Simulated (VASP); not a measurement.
# BeAu2S2 (I4/mmm) in VASP: further runs, part 2 of 2

VASP 6.6.1. The steps go on from the part before.

## 4. Single point, PBE

This run uses another cell than the first one, of 21.79 Å³/atom.

INCAR reads:

```
PREC = Accurate ; ENCUT = 520
EDIFF = 1E-7 ; ISMEAR = 0
SIGMA = 0.1 ; LREAL = F
LASPH = T ; NELM = 100
ALGO = Normal ; ISIF = 2
LWAVE = F ; LCHARG = F
GGA = PE ; NBANDS = 26
```

KPOINTS reads:

```
Automatic mesh
0
Gamma
  14 14 14
```

POSCAR reads:

```
BeAu2S2
1.0
   -1.8585681957      1.8585681957      7.8851305573
    1.8585681957     -1.8585681957      7.8851305573
    1.8585681957      1.8585681957     -7.8851305573
Be S Au
1 2 2
Direct
    0.0000000000      0.0000000000      0.0000000000
    0.1212045369      0.1212045369      0.0000000000
    0.8787954631      0.8787954631      0.0000000000
    0.3976559110      0.3976559110      0.0000000000
    0.6023440890      0.6023440890      0.0000000000
```

Potentials or basis: VASP PAW PBE potentials, release 64 (Be, S, Au).

On the command line:

```
> cat potpaw_PBE.64/Be/POTCAR potpaw_PBE.64/S/POTCAR potpaw_PBE.64/Au/POTCAR > POTCAR
> mpirun -np 1 vasp_std > vasp.out
```

OUTCAR:

```text
PREC = Accurate
   ENCUT = 520
   EDIFF = 1E-7
   ISMEAR = 0
   LREAL = F
   LASPH = T
   NELM = 100
   ISIF = 2
   GGA = PE

 ion  position               nearest neighbor table
   1  0.000  0.000  0.000-   2 1.91   3 1.91
   2  0.121  0.121  0.000-   1 1.91   5 2.65   5 2.65   5 2.65   5 2.65
   3  0.879  0.879  0.000-   1 1.91   4 2.65   4 2.65   4 2.65   4 2.65
   4  0.398  0.398  0.000-   3 2.65   3 2.65   3 2.65   3 2.65   5 3.23
   5  0.602  0.602  0.000-   2 2.65   2 2.65   2 2.65   2 2.65   4 3.23

  LATTYP: Found a body centered tetragonal cell.
 ALAT       =     3.7171363914
 C/A-ratio  =     4.2425833906

  Lattice vectors:

 A1 = (  -1.8585681957,   1.8585681957,   7.8851305573)
 A2 = (   1.8585681957,  -1.8585681957,   7.8851305573)
 A3 = (   1.8585681957,   1.8585681957,  -7.8851305573)

Analysis of symmetry for initial positions (statically):
=====================================================================
 Subroutine PRICEL returns:
 Original cell was already a primitive cell.

 Routine SETGRP: Setting up the symmetry group for a
[... 175 lines left out ...]
 E-fermi :   4.5258     XC(G=0):  -9.2830

 val. band max:        4.5134786197   @ k =  -0.1429  -0.2857   0.1429
 cond. band min:       4.5299984913   @ k =  -0.2143  -0.3571   0.2143
 fundamental gap:      0.0165198716
 Fermi energy:         4.5257730489

 k-point     1 :       0.0000    0.0000    0.0000
  band No.  band energies     occupation
      1      -9.8583      2.00000
      2      -9.6873      2.00000
      3      -1.3536      2.00000
      4      -0.2012      2.00000
      5      -0.0725      2.00000
      6       0.0809      2.00000
[... 685 lines left out ...]
     25      10.9573      0.00000
     26      11.1306      0.00000

 [... further k-points ...]

------------------------ aborting loop because EDIFF is reached ----------------------------------------

  FORCE on cell =-STRESS in cart. coord.  units (eV):
  Direction    XX          YY          ZZ          XY          YZ          ZX
  --------------------------------------------------------------------------------------
  -------------------------------------------------------------------------------------
  Total       -0.0996565     -0.0996565     -0.0815225      0.0000000      0.0000000      0.0000000
  in kB       -1.4655149     -1.4655149     -1.1988421      0.0000000      0.0000000      0.0000000
  external PRESSURE =      -1.3766240 kB  Pullay stress =       0.0000000 kB

 VOLUME and BASIS-vectors are now :
 -----------------------------------------------------------------------------
  energy-cutoff  :      520.00
  volume of cell :      108.95
      direct lattice vectors                 reciprocal lattice vectors
    -1.858568196  1.858568196  7.885130557     0.000000000  0.269024296  0.063410491
     1.858568196 -1.858568196  7.885130557     0.269024296  0.000000000  0.063410491
     1.858568196  1.858568196 -7.885130557     0.269024296  0.269024296  0.000000000

 POSITION                                       TOTAL-FORCE (eV/Angst)
 -----------------------------------------------------------------------------------
      0.00000      0.00000      0.00000         0.000000      0.000000     -0.000000
      0.00000      0.00000      1.91143        -0.000000     -0.000000     -0.013986
      0.00000      0.00000     13.85883         0.000000      0.000000      0.013986
      0.00000      0.00000      6.27114        -0.000000     -0.000000     -0.001348
      0.00000      0.00000      9.49912         0.000000      0.000000      0.001348
 -----------------------------------------------------------------------------------
    total drift:                               -0.000000      0.000000     -0.000000

  FREE ENERGIE OF THE ION-ELECTRON SYSTEM (eV)
  ---------------------------------------------------
  free  energy   TOTEN  =       -18.3576044333 eV

  energy  without entropy=      -18.3497317860  energy(sigma->0) =      -18.35366811
```

OSZICAR:

```text
N       E                     dE             d eps       ncg     rms          rms(c)
DAV:   1     0.194026113877E+03    0.19403E+03   -0.16688E+04 12688   0.123E+03
DAV:   2    -0.871651248979E+01   -0.20274E+03   -0.19253E+03 14772   0.242E+02
DAV:   3    -0.196730352244E+02   -0.10957E+02   -0.10779E+02 16080   0.572E+01
DAV:   4    -0.198621609869E+02   -0.18913E+00   -0.18878E+00 15012   0.824E+00
DAV:   5    -0.198666904721E+02   -0.45295E-02   -0.45271E-02 16064   0.129E+00    0.161E+01
DAV:   6    -0.183838450477E+02    0.14828E+01   -0.50020E+00 13584   0.176E+01    0.112E+01
DAV:   7    -0.183615128017E+02    0.22332E-01   -0.85629E-01 13992   0.538E+00    0.519E+00
DAV:   8    -0.183586246936E+02    0.28881E-02   -0.49406E-02 15946   0.122E+00    0.700E-01
DAV:   9    -0.183574494974E+02    0.11752E-02   -0.71227E-03 14512   0.714E-01    0.354E-01
DAV:  10    -0.183575585805E+02   -0.10908E-03   -0.17122E-03 14716   0.206E-01    0.188E-01
DAV:  11    -0.183575892147E+02   -0.30634E-04   -0.25010E-04 14052   0.881E-02    0.599E-02
DAV:  12    -0.183576014995E+02   -0.12285E-04   -0.33782E-05 13978   0.330E-02    0.323E-02
DAV:  13    -0.183576030508E+02   -0.15513E-05   -0.73407E-06 15494   0.125E-02    0.145E-02
DAV:  14    -0.183576043900E+02   -0.13392E-05   -0.15175E-06 13514   0.741E-03    0.122E-03
DAV:  15    -0.183576044333E+02   -0.43336E-07   -0.12153E-07 11976   0.203E-03
   1 F= -.18357604E+02 E0= -.18353668E+02  d E =-.787265E-02
```

stdout:

```text
POSCAR found type information on POSCAR BeS Au
 POSCAR found :  3 types and       5 ions
 scaLAPACK will be used
 LDA part: xc-table for (Slater+PW92), standard interpolation
 POSCAR, INCAR and KPOINTS ok, starting setup
 FFT: planning ... GRIDC
 FFT: planning ... GRID_SOFT
 FFT: planning ... GRID
 WAVECAR not read
 entering main loop
```

Run time: 57 min. Hardware: 1 thread of Intel Xeon Platinum 8259CL at 2.50GHz (Skylake/Cascade Lake), shared host; peak memory 0.98 GiB.

Results:

```yaml
Free_energy: -18.3576 eV
Pressure: -0.1 GPa
Largest_force: 0.014 eV/Å
Band_gap_on_the_k_mesh: zero (bands 18 and 19 overlap by 2.71 eV)
```

Forces in eV/Å, atoms in the order of the input:
```
Be   0.000  0.000  0.000
S    0.000  0.000 -0.014
S    0.000  0.000  0.014
Au   0.000  0.000 -0.001
Au   0.000  0.000  0.001
```

Levels at points of the mesh, in eV from the Fermi level:
```tsv
k point	band 15	band 16	band 17	band 18	band 19	band 20	band 21	band 22
(0.00, 0.00, 0.00)	-3.20	-3.05	-2.54	-2.54	-1.26	0.05	3.83	4.25
(0.50, 0.00, 0.00)	-2.40	-2.36	0.11	0.69	0.88	2.73	4.64	4.65
(0.50, 0.50, 0.00)	-3.29	-3.25	-2.90	-2.86	-2.03	-0.49	3.25	3.35
(0.50, 0.50, 0.50)	-3.22	-3.03	-2.52	-2.52	-1.12	0.01	3.44	4.85
```

Caveat: spin-orbit coupling is left out, which moves the levels of the heavy elements.

## 5. The runs side by side

| cell | k mesh | gap on the mesh (eV) | pressure (GPa) | largest force (eV/Å) |
| --- | --- | --- | --- | --- |
| a = 6.443 Å, angles 146.9, 146.9, 47.6°, 5 atoms, atomic positions A | 6 × 6 × 6 | none | 28.9 | 6.43 |
| a = 8.070 Å, angles 153.3, 153.3, 38.0°, 5 atoms, atomic positions B | 6 × 6 × 6 | none | -0.2 | 0.02 |
| a = 8.312 Å, angles 154.2, 154.2, 36.9°, 5 atoms, atomic positions C | 14 × 14 × 14 | none | -0.1 | 0.01 |

Alike in all rows: task single point; level PBE; potentials or basis VASP PAW PBE potentials, release 64 (Be, S, Au); no spin polarisation; cutoff (eV) 520; smearing gaussian 0.1 eV.

Caveats: spin-orbit coupling is left out, which moves the levels of the heavy elements; the stress differs along the axes, from 10 to 67 GPa (at least some runs); forces of over 1 eV/Å act on the atoms, so gaps and moduli don't describe the material at rest (at least some runs).

Absolute energies hang on the potentials; compare differences alone.

The gap in the log of VASP goes by the Fermi energy; the results here count the filled bands.